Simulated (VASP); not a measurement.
# P in VASP: further runs, part 2 of 2

VASP 6.6.1. Earlier steps stand in the parts before.

## Step 4: Electric field gradients, PBEsol (zz strain of -1 %)

INCAR reads:

```
PREC = Accurate
ENCUT = 400
EDIFF = 1E-8
ISMEAR = -1
SIGMA = 0.08
LREAL = F
LASPH = T
NELM = 120
ALGO = Normal
ISIF = 2
LWAVE = F
LCHARG = F
GGA = PS
LEFG = T
NBANDS = 8
GGA_COMPAT = F
```

KPOINTS reads:

```
regular mesh
0
Gamma
  10 10 9
```

POSCAR reads:

```
P
1.0
    4.2729048574      0.0000000000      0.0000000000
    0.0000000000      4.2729048574      0.0000000000
    0.0000000000      0.0000000000      4.3342200000
P
1
Direct
    0.0000000000      0.0000000000      0.0000000000
```

Potentials or basis: VASP PAW PBE potentials, release 64 (P).

Started as:

```console
$ cat potpaw_PBE.64/P/POTCAR > POTCAR
$ mpirun -np 1 vasp_std > vasp.out
```

OUTCAR:

```text
PREC = Accurate
   ENCUT = 400
   EDIFF = 1E-8
   ISMEAR = -1
   LREAL = F
   LASPH = T
   NELM = 120
   ISIF = 2
   GGA = PS

 ion  position               nearest neighbor table
   1  0.000  0.000  0.000-

  LATTYP: Found a simple tetragonal cell.
 ALAT       =     4.2729048574
 C/A-ratio  =     1.0143497561

  Lattice vectors:

 A1 = (   4.2729048574,   0.0000000000,   0.0000000000)
 A2 = (   0.0000000000,   4.2729048574,   0.0000000000)
 A3 = (   0.0000000000,   0.0000000000,   4.3342200000)

Analysis of symmetry for initial positions (statically):
=====================================================================
 Subroutine PRICEL returns:
 Original cell was already a primitive cell.

 Routine SETGRP: Setting up the symmetry group for a
 simple tetragonal supercell.

 Subroutine GETGRP returns: Found 16 space group operations
[... 445 lines left out ...]

 VOLUME and BASIS-vectors are now :
 -----------------------------------------------------------------------------
  energy-cutoff  :      400.00
  volume of cell :       79.13
      direct lattice vectors                 reciprocal lattice vectors
     4.272904857  0.000000000  0.000000000     0.234032826  0.000000000  0.000000000
     0.000000000  4.272904857  0.000000000     0.000000000  0.234032826  0.000000000
     0.000000000  0.000000000  4.334220000     0.000000000  0.000000000  0.230722021

 POSITION                                       TOTAL-FORCE (eV/Angst)
 -----------------------------------------------------------------------------------
      0.00000      0.00000      0.00000         0.000000      0.000000      0.000000
 -----------------------------------------------------------------------------------
    total drift:                               -0.000000      0.000000     -0.000000

  FREE ENERGIE OF THE ION-ELECTRON SYSTEM (eV)
  ---------------------------------------------------
  free  energy   TOTEN  =        -1.2238551883 eV

  energy  without entropy=       -1.1524231277  energy(sigma->0) =       -1.18813916

 Electric field gradients (V/A^2)
---------------------------------------------------------------------
 ion       V_xx      V_yy      V_zz      V_xy      V_xz      V_yz
---------------------------------------------------------------------
   1       0.170     0.170    -0.340    -0.000     0.000    -0.000
---------------------------------------------------------------------

 Electric field gradients after diagonalization (V/A^2)
 (convention: |V_zz| > |V_xx| > |V_yy|)
----------------------------------------------------------------------
 ion       V_xx      V_yy      V_zz     asymmetry (V_yy - V_xx)/ V_zz
----------------------------------------------------------------------
   1       0.170     0.170    -0.340       0.000
----------------------------------------------------------------------

           NMR quadrupolar parameters

 Cq : quadrupolar parameter    Cq=e*Q*V_zz/h
 eta: asymmetry parameters     (V_yy - V_xx)/ V_zz
 Q  : nuclear electric quadrupole moment in mb (millibarn)
----------------------------------------------------------------------
 ion       Cq(MHz)       eta       Q (mb)
----------------------------------------------------------------------
   1      -0.001       0.000       1.000
----------------------------------------------------------------------
```

stdout:

```text
POSCAR found type information on POSCAR P
 POSCAR found :  1 types and       1 ions
 scaLAPACK will be used
 -----------------------------------------------------------------------------
|                                                                             |
|                                                                             |
|     You enforced a specific xc type in the INCAR file but a different       |
|     I HOPE YOU KNOW WHAT YOU ARE DOING!                                     |
|                                                                             |
 -----------------------------------------------------------------------------

 LDA part: xc-table for (Slater+PW92), standard interpolation
 POSCAR, INCAR and KPOINTS ok, starting setup
 FFT: planning ... GRIDC
 FFT: planning ... GRID_SOFT
 FFT: planning ... GRID
 WAVECAR not read
 entering main loop
ion   1
```

Wall time 59 s (1 thread of Intel Xeon 8259CL, shared host); peak memory 0.17 GiB.

Results:

```
Free energy                             : -1.2239 eV
Pressure                                : -3.9 GPa
Band gap on the k mesh                  : zero (an odd number of electrons rules out a gap without spin polarisation)
Largest electric field gradient by atom : P -0.3 V/Å²
```

Electric field gradients, principal values (V/Å²):
```tsv
atom	least	middle	greatest (by size)
1 P	0.170	0.170	-0.340
```

Caveat: the cell differs from its parent crystal (zz strain of -1 %); the cell stands under tension; without QUAD_EFG the Cq values of the log hold for a quadrupole moment of 1 mb, not for the nuclei; the PAW data sets were made with another functional, which shifts forces and pressure a little.

## Step 5: Electric field gradients, PBEsol (80.73 Å³/atom)

This run uses another cell than the first one, of 80.73 Å³/atom.

INCAR reads:

```
ALGO = Normal
EDIFF = 1E-8
ENCUT = 400
GGA = PS
GGA_COMPAT = F
ISIF = 2
ISMEAR = -1
LASPH = T
LCHARG = F
LEFG = T
LREAL = F
LWAVE = F
NBANDS = 8
NELM = 120
PREC = Accurate
SIGMA = 0.08
```

KPOINTS reads:

```
k-points
0
Gamma
  10 10 9
```

POSCAR reads:

```
P
1.0
    4.2871006589      0.0000000000      0.0000000000
    0.0000000000      4.2871006589      0.0000000000
    0.0000000000      0.0000000000      4.3925449574
P
1
Direct
    0.0000000000      0.0000000000      0.0000000000
```

Potentials or basis: VASP PAW PBE potentials, release 64 (P).

Started as:

```console
$ cat potpaw_PBE.64/P/POTCAR > POTCAR
$ mpirun -np 1 vasp_std > vasp.out
```

OUTCAR:

```text
EDIFF = 1E-8
   ENCUT = 400
   GGA = PS
   ISIF = 2
   ISMEAR = -1
   LASPH = T
   LREAL = F
   NELM = 120
   PREC = Accurate

 ion  position               nearest neighbor table
   1  0.000  0.000  0.000-

  LATTYP: Found a simple tetragonal cell.
 ALAT       =     4.2871006589
 C/A-ratio  =     1.0245957133

  Lattice vectors:

 A1 = (   4.2871006589,   0.0000000000,   0.0000000000)
 A2 = (   0.0000000000,   4.2871006589,   0.0000000000)
 A3 = (   0.0000000000,   0.0000000000,   4.3925449574)

Analysis of symmetry for initial positions (statically):
=====================================================================
 Subroutine PRICEL returns:
 Original cell was already a primitive cell.

 Routine SETGRP: Setting up the symmetry group for a
 simple tetragonal supercell.

 Subroutine GETGRP returns: Found 16 space group operations
 (whereof 16 operations were pure point group operations)
 out of a pool of 16 trial point group operations.

The static configuration has the point symmetry D_4h.

Analysis of symmetry for dynamics (positions and initial velocities):
=====================================================================
 Subroutine PRICEL returns:
 Original cell was already a primitive cell.

 Routine SETGRP: Setting up the symmetry group for a
 simple tetragonal supercell.

 Subroutine GETGRP returns: Found 16 space group operations
 (whereof 16 operations were pure point group operations)
 out of a pool of 16 trial point group operations.

The dynamic configuration has the point symmetry D_4h.

 Subroutine INISYM returns: Found 16 space group operations
 (whereof 16 operations are pure point group operations),
 and found     1 'primitive' translations

----------------------------------------------------------------------------------------

                                     Primitive cell

  volume of cell :      80.7316

  direct lattice vectors                    reciprocal lattice vectors
     4.287100659  0.000000000  0.000000000     0.233257877  0.000000000  0.000000000
     0.000000000  4.287100659  0.000000000     0.000000000  0.233257877  0.000000000
     0.000000000  0.000000000  4.392544957     0.000000000  0.000000000  0.227658455

  length of vectors
     4.287100659  4.287100659  4.392544957     0.233257877  0.233257877  0.227658455

  position of ions in fractional coordinates (direct lattice)
     0.000000000  0.000000000  0.000000000

  ion indices of the primitive-cell ions
   primitive index   ion index
                 1           1

----------------------------------------------------------------------------------------

 KPOINTS: k-points

Automatic generation of k-mesh.
 Grid dimensions read from file:
 generate k-points for:   10   10    9

 Generating k-lattice:

  Cartesian coordinates                     Fractional coordinates (reciprocal lattice)
     0.023325788  0.000000000  0.000000000     0.100000000  0.000000000  0.000000000
[... 62 lines left out ...]
   NSW    =      0    number of steps for IOM
   IBRION =     -1    ionic relax: 0-MD 1-quasi-New 2-CG
   NFREE  =      0    steps in history (QN), initial steepest desc. (CG)
   ISIF   =      2    stress and relaxation
   ISYM   =      2    0-nonsym 1-usesym 2-fastsym
   POTIM  = 0.5000    time-step for ionic-motion
   TEBEG  =    0.0;   TEEND  =   0.0 temperature during run
   PSTRESS=    0.0 pullay stress
   NELECT =       5.0000    total number of electrons
   NUPDOWN=      -1.0000    fix difference up-down
   EMIN   =  10.00;   EMAX   =-10.00  energy-range for DOS
   EFERMI =   0.00;   METHOD = LEGACY
   ISMEAR =    -1;   SIGMA  =   0.08  broadening in eV -4-tet -1-fermi 0-gaus
   EFERMI_NEDOS =   21; number of points for ismear=-14 and -15
   IALGO  =     38    algorithm
   IMIX   =      4    mixing-type and parameters
     AMIX     =   0.40;   BMIX     =  1.00
     AMIX_MAG =   1.60;   BMIX_MAG =  1.00
  volume/ion in A,a.u.               =      80.73       544.80
  Fermi-wavevector in a.u.,A,eV,Ry     =   0.647715  1.224003  5.708108  0.419534
  Thomas-Fermi vector in A             =   1.716112
   LORBIT       =      0    0 simple, 1 ext, 2 COOP (PROOUT), +10 PAW based schemes
   GGA     = PS    functional components
   LHFCALC =     F    Hartree Fock is set to
   AEXX    =    0.0000 exact exchange contribution
   IVDW    =     0    specifies the selected vdW correction
   LEPSILON=     F    determine dielectric tensor
   LRPA    =     F    only Hartree local field effects (RPA)
 non-spin polarized calculation
  energy-cutoff  :      400.00
  volume of cell :       80.73
 maximum number of plane-waves:      1490
 NGX is ok and might be reduce to    28
   NGX = 13   NGY = 13   NGZ = 15

 number of electron       4.9999999 magnetization

 Free energy of the ion-electron system (eV)
  ---------------------------------------------------
  ext. energy  EPLUGINS =         0.00000000
  ---------------------------------------------------
  free energy    TOTEN  =        -1.18739122 eV

  energy without entropy =       -1.11306652  energy(sigma->0) =       -1.15022887

 E-fermi :  -3.0940     XC(G=0):  -5.0178

 val. band max:       -3.1020314696   @ k =   0.4000   0.3000   0.4444
 cond. band min:      -3.0923974303   @ k =   0.2000   0.0000   0.1111
 fundamental gap:      0.0096340393
 Fermi energy:        -3.0940106224

 k-point     1 :       0.0000    0.0000    0.0000
  band No.  band energies     occupation
      1     -11.8216      2.00000
      2      -2.6587      0.00863
      3      -2.5520      0.00228
      4      -2.5520      0.00228
      5       1.5204      0.00000
      6       4.3366      0.00000
      7       4.4171      0.00000
      8       8.9054      0.00000
[... 243 lines left out ...]
 k-point    24 :       0.2000    0.0000    0.1111
  band No.  band energies     occupation
      1     -11.7507      2.00000
      2      -3.0924      0.98992
      3      -2.7731      0.03559
      4      -2.4910      0.00107
      5       2.2642      0.00000
      6       4.6784      0.00000
      7       4.9984      0.00000
      8       6.9697      0.00000

 [... further k-points ...]
[... 5 lines left out ...]
  --------------------------------------------------------------------------------------
  -------------------------------------------------------------------------------------
  Total       -1.9402538     -1.9402538     -1.7070667      0.0000000     -0.0000000      0.0000000
  in kB      -38.5057460    -38.5057460    -33.8779791      0.0000000     -0.0000000      0.0000000
  external PRESSURE =     -36.9631570 kB  Pullay stress =       0.0000000 kB

 VOLUME and BASIS-vectors are now :
 -----------------------------------------------------------------------------
  energy-cutoff  :      400.00
  volume of cell :       80.73
      direct lattice vectors                 reciprocal lattice vectors
     4.287100659  0.000000000  0.000000000     0.233257877  0.000000000  0.000000000
     0.000000000  4.287100659  0.000000000     0.000000000  0.233257877  0.000000000
     0.000000000  0.000000000  4.392544957     0.000000000  0.000000000  0.227658455

 POSITION                                       TOTAL-FORCE (eV/Angst)
 -----------------------------------------------------------------------------------
      0.00000      0.00000      0.00000         0.000000      0.000000      0.000000
 -----------------------------------------------------------------------------------
    total drift:                               -0.000000      0.000000     -0.000000

  FREE ENERGIE OF THE ION-ELECTRON SYSTEM (eV)
  ---------------------------------------------------
  free  energy   TOTEN  =        -1.1873912167 eV

  energy  without entropy=       -1.1130665198  energy(sigma->0) =       -1.15022887

 Electric field gradients (V/A^2)
---------------------------------------------------------------------
 ion       V_xx      V_yy      V_zz      V_xy      V_xz      V_yz
---------------------------------------------------------------------
   1       0.381     0.381    -0.762    -0.000    -0.000     0.000
---------------------------------------------------------------------

 Electric field gradients after diagonalization (V/A^2)
 (convention: |V_zz| > |V_xx| > |V_yy|)
----------------------------------------------------------------------
 ion       V_xx      V_yy      V_zz     asymmetry (V_yy - V_xx)/ V_zz
----------------------------------------------------------------------
   1       0.381     0.381    -0.762       0.000
----------------------------------------------------------------------

           NMR quadrupolar parameters

 Cq : quadrupolar parameter    Cq=e*Q*V_zz/h
 eta: asymmetry parameters     (V_yy - V_xx)/ V_zz
 Q  : nuclear electric quadrupole moment in mb (millibarn)
----------------------------------------------------------------------
 ion       Cq(MHz)       eta       Q (mb)
----------------------------------------------------------------------
   1      -0.002       0.000       1.000
----------------------------------------------------------------------
```

Wall time 61 s (1 thread of Intel Xeon 8259CL, shared host); peak memory 0.18 GiB.

What came out:

```yaml
Free_energy: -1.1874 eV
Pressure: -3.7 GPa
Band_gap_on_the_k_mesh: zero (an odd number of electrons rules out a gap without spin polarisation)
Largest_electric_field_gradient_by_atom: P -0.8 V/Å²
```

Levels at points of the mesh, in eV from the Fermi level:
| k point | band 1 | band 2 | band 3 | band 4 | band 5 |
| --- | --- | --- | --- | --- | --- |
| (0.00, 0.00, 0.00) | -8.73 | 0.44 | 0.54 | 0.54 | 4.61 |
| (0.50, 0.00, 0.00) | -8.56 | -0.82 | 0.59 | 0.69 | 6.49 |
| (0.50, 0.50, 0.00) | -8.41 | -0.53 | -0.53 | 0.72 | 5.86 |

Electric field gradients, principal values (V/Å²):
| atom | least | middle | greatest (by size) |
| --- | --- | --- | --- |
| 1 P | 0.381 | 0.381 | -0.762 |

Caveat: the cell stands under tension; without QUAD_EFG the Cq values of the log hold for a quadrupole moment of 1 mb, not for the nuclei; the PAW data sets were made with another functional, which shifts forces and pressure a little.

## Step 6: Summary

| cell | gap on the mesh (eV) | pressure (GPa) |
| --- | --- | --- |
| a = 4.273, b = 4.273, c = 4.378 Å, angles 88.8°, 1 atom | none | -3.8 |
| a = 4.273, b = 4.273, c = 4.334 Å, 1 atom | none | -3.9 |
| a = 4.287, b = 4.287, c = 4.393 Å, 1 atom | none | -3.7 |

Alike in all rows: task electric field gradients; level PBEsol; potentials or basis VASP PAW PBE potentials, release 64 (P); no spin polarisation; k mesh 10 × 10 × 9; cutoff (eV) 400; smearing fermi-dirac 0.08 eV.

Caveats: the cell stands under tension; the PAW data sets were made with another functional, which shifts forces and pressure a little.

Total energies depend on the potentials used, so only differences within one code and one set of settings carry meaning.
